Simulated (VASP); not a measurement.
# Sb (P4/mmm) in VASP: a series of runs, part 2 of 2

VASP 6.6.1. Earlier steps stand in the parts before.

## 3. Single point, PBEsol (biaxial strain in the a-b plane: +3.0 %)

File INCAR:

```
SYSTEM = Sb
ALGO = Normal ; EDIFF = 1E-6
ENCUT = 520 ; GGA = PS
ISIF = 2 ; ISMEAR = 0
LASPH = .TRUE. ; LCHARG = .FALSE.
LREAL = .FALSE. ; LWAVE = .FALSE.
NBANDS = 8 ; NELM = 60
PREC = Accurate ; SIGMA = 0.1
```

File KPOINTS:

```
k-points
0
G
  18 18 18
  0 0 0
```

File POSCAR:

```
Sb
1.0
    3.1535960928      0.0000000000      0.0000000000
    0.0000000000      3.1535960928      0.0000000000
    0.0000000000      0.0000000000      3.0066323914
Sb
1
Direct
    0.0000000000      0.0000000000      0.0000000000
```

Potentials or basis: VASP PAW PBE potentials, release 64 (Sb).

Run with:

```bash
cat potpaw_PBE.64/Sb/POTCAR > POTCAR
mpirun -np 1 vasp_std > vasp.out
```

OUTCAR:

```text
SYSTEM = Sb
   EDIFF = 1E-6
   ENCUT = 520
   GGA = PS
   ISIF = 2
   ISMEAR = 0
   LASPH = .TRUE.
   LREAL = .FALSE.
   NELM = 60
   PREC = Accurate

 ion  position               nearest neighbor table
   1  0.000  0.000  0.000-

  LATTYP: Found a simple tetragonal cell.
 ALAT       =     3.1535960928
 C/A-ratio  =     0.9533980583

  Lattice vectors:

 A1 = (   3.1535960928,   0.0000000000,   0.0000000000)
 A2 = (   0.0000000000,   3.1535960928,   0.0000000000)
 A3 = (   0.0000000000,   0.0000000000,   3.0066323914)

Analysis of symmetry for initial positions (statically):
=====================================================================
 Subroutine PRICEL returns:
 Original cell was already a primitive cell.

 Routine SETGRP: Setting up the symmetry group for a
 simple tetragonal supercell.

 Subroutine GETGRP returns: Found 16 space group operations
 (whereof 16 operations were pure point group operations)
 out of a pool of 16 trial point group operations.

The static configuration has the point symmetry D_4h.
[... 159 lines left out ...]

 E-fermi :   6.9376     XC(G=0):  -9.7414

 val. band max:        6.9371031799   @ k =   0.2222   0.1667   0.2778
 cond. band min:       6.9480055354   @ k =   0.2222   0.1111   0.2222
 fundamental gap:      0.0109023555
 Fermi energy:         6.9375903309

 k-point     1 :       0.0000    0.0000    0.0000
  band No.  band energies     occupation
      1      -5.4443      2.00000
      2       9.7590      0.00000
      3       9.7590      0.00000
      4      11.1358      0.00000
      5      13.5912      0.00000
      6      13.8533      0.00000
      7      15.4741      0.00000
      8      24.2287      0.00000
[... 243 lines left out ...]
 k-point    24 :       0.3333    0.1111    0.0000
  band No.  band energies     occupation
      1      -3.8830      2.00000
      2       3.2835      2.00000
      3       9.2931      0.00000
      4      12.5626      0.00000
      5      16.0574      0.00000
      6      16.2355      0.00000
      7      18.0254      0.00000
      8      20.5062      0.00000

 [... further k-points ...]

------------------------ aborting loop because EDIFF is reached ----------------------------------------

  FORCE on cell =-STRESS in cart. coord.  units (eV):
  Direction    XX          YY          ZZ          XY          YZ          ZX
  --------------------------------------------------------------------------------------
  -------------------------------------------------------------------------------------
  Total       -0.7842884     -0.7842884      0.4144724      0.0000000      0.0000000      0.0000000
  in kB      -42.0236623    -42.0236623     22.2082174      0.0000000      0.0000000      0.0000000
  external PRESSURE =     -20.6130357 kB  Pullay stress =       0.0000000 kB

 VOLUME and BASIS-vectors are now :
 -----------------------------------------------------------------------------
  energy-cutoff  :      520.00
  volume of cell :       29.90
      direct lattice vectors                 reciprocal lattice vectors
     3.153596093  0.000000000  0.000000000     0.317098313  0.000000000  0.000000000
     0.000000000  3.153596093  0.000000000     0.000000000  0.317098313  0.000000000
     0.000000000  0.000000000  3.006632391     0.000000000  0.000000000  0.332598027

 POSITION                                       TOTAL-FORCE (eV/Angst)
 -----------------------------------------------------------------------------------
      0.00000      0.00000      0.00000         0.000000      0.000000      0.000000
 -----------------------------------------------------------------------------------
    total drift:                               -0.000000      0.000000      0.000000

  FREE ENERGIE OF THE ION-ELECTRON SYSTEM (eV)
  ---------------------------------------------------
  free  energy   TOTEN  =        -4.5078657101 eV

  energy  without entropy=       -4.5051538410  energy(sigma->0) =       -4.50650978
```

stdout:

```text
POSCAR found type information on POSCAR Sb
 POSCAR found :  1 types and       1 ions
 scaLAPACK will be used
 -----------------------------------------------------------------------------
|                                                                             |
|                                                                             |
|     You enforced a specific xc type in the INCAR file but a different       |
|     I HOPE YOU KNOW WHAT YOU ARE DOING!                                     |
|                                                                             |
 -----------------------------------------------------------------------------

 LDA part: xc-table for (Slater+PW92), standard interpolation
 POSCAR, INCAR and KPOINTS ok, starting setup
 FFT: planning ... GRIDC
 FFT: planning ... GRID_SOFT
 FFT: planning ... GRID
 WAVECAR not read
 entering main loop
```

It took 75 s on 1 thread of Intel Xeon 8259CL, shared host; peak memory 0.24 GiB.

What came out:

```yaml
Free_energy: -4.5079 eV
Pressure: -2.1 GPa
Band_gap_on_the_k_mesh: zero (an odd number of electrons rules out a gap without spin polarisation)
```

Caveat: the cell differs from its parent crystal (biaxial strain in the a-b plane: +3.0 %); the stress differs along the axes, from -4 to 2 GPa; the PAW data sets were made with another functional, which shifts forces and pressure a little; spin-orbit coupling is left out, which moves the levels of the heavy elements.

## 4. Single point, PBEsol (biaxial strain in the a-b plane: +3.0 %, then relaxed in part)

File INCAR:

```
SYSTEM = Sb
PREC = Accurate ; ENCUT = 520
EDIFF = 1E-6 ; ISMEAR = 0
SIGMA = 0.1 ; LREAL = .False.
LASPH = .True. ; NELM = 60
ALGO = Normal ; ISIF = 2
LWAVE = .False. ; LCHARG = .False.
GGA = PS ; NBANDS = 8
```

File KPOINTS:

```
Automatic mesh
0
Gamma
  18 18 18
  0 0 0
```

Edit POSCAR of step 3 so:

```diff
@@ -4,3 +4,3 @@
     0.0000000000      3.1535960928      0.0000000000
-    0.0000000000      0.0000000000      3.0066323914
+    0.0000000000      0.0000000000      3.0462900083
 Sb
```

Run with:

```bash
cat potpaw_PBE.64/Sb/POTCAR > POTCAR
mpirun -np 1 vasp_std > vasp.out
```

Wall time 75 s (1 thread of Intel Xeon 8259CL, shared host); peak memory 0.24 GiB.

It converged, with:

| Property | Result |
| --- | --- |
| Free energy | -4.5106 eV |
| Pressure | -2.8 GPa |
| Band gap on the k mesh | zero (an odd number of electrons rules out a gap without spin polarisation) |

Stress tensor (GPa, compression positive):
```
-4.30  0.00  0.00
 0.00 -4.30  0.00
 0.00  0.00  0.09
```

Levels at points of the mesh, in eV from the Fermi level:
```csv
k point,band 1,band 2,band 3,band 4,band 5,band 6
"(0.00, 0.00, 0.00)",-12.28,2.91,2.91,3.89,6.72,6.96
"(0.50, 0.00, 0.00)",-10.06,-5.46,4.74,5.74,8.95,10.52
"(0.50, 0.50, 0.00)",-7.73,-3.52,-3.52,2.13,7.62,12.98
"(0.00, 0.00, 0.50)",-9.61,-5.55,5.11,5.11,9.04,10.16
"(0.50, 0.00, 0.50)",-7.24,-3.66,-3.20,2.22,6.97,12.69
"(0.50, 0.50, 0.50)",-4.62,-1.91,-1.39,-1.39,4.76,4.76
```

Caveat: the cell differs from its parent crystal (biaxial strain in the a-b plane: +3.0 %, then relaxed in part); the PAW data sets were made with another functional, which shifts forces and pressure a little; spin-orbit coupling is left out, which moves the levels of the heavy elements.

## 5. Overview

| cell | gap on the mesh (eV) | pressure (GPa) |
| --- | --- | --- |
| a = 3.123, b = 3.123, c = 3.053 Å, 1 atom | none | -2.0 |
| a = 3.154, b = 3.154, c = 3.007 Å, 1 atom | none | -2.1 |
| a = 3.154, b = 3.154, c = 3.046 Å, 1 atom | none | -2.8 |

Alike in all rows: task single point; level PBEsol; potentials or basis VASP PAW PBE potentials, release 64 (Sb); no spin polarisation; k mesh 18 × 18 × 18; cutoff (eV) 520; smearing gaussian 0.1 eV.

Caveats: the PAW data sets were made with another functional, which shifts forces and pressure a little; spin-orbit coupling is left out, which moves the levels of the heavy elements; the stress differs along the axes, from -4 to 2 GPa (at least some runs).

Total energies depend on the potentials used, so only differences within one code and one set of settings carry meaning.

The gap in the log of VASP goes by the Fermi energy; the results here count the filled bands.